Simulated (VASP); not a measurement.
A run of VASP 6.6.1 is set up as follows.

File INCAR:

```
PREC = Accurate
ENCUT = 520
EDIFF = 1E-7
ISMEAR = -1
SIGMA = 0.1
LREAL = F
LASPH = T
NELM = 80
ALGO = Normal
ISIF = 2
LWAVE = F
LCHARG = F
GGA = RP
NBANDS = 12
```

KPOINTS

```
regular mesh
0
Gamma
  22 22 22
```

The input POSCAR:

```
Ti
1.0
   -1.6469176015      1.6469176015      1.6469176015
    1.6469176015     -1.6469176015      1.6469176015
    1.6469176015      1.6469176015     -1.6469176015
Ti
1
Direct
    0.0000000000      0.0000000000      0.0000000000
```

Potentials or basis: VASP PAW PBE potentials, release 64 (Ti_sv).

Launch:

```bash
$ cat potpaw_PBE.64/Ti_sv/POTCAR > POTCAR
$ mpirun -np 1 vasp_std > vasp.out
```

Problem. What does it give for the band gap on the k mesh?

Solution. Zero (band 6 reaches 8.89 eV, above the bottom of band 7 at 7.33 eV).

Problem. Estimate the pressure.

Solution. -0.3 GPa.

Caveat: the PAW data sets were made with another functional, which shifts forces and pressure a little.
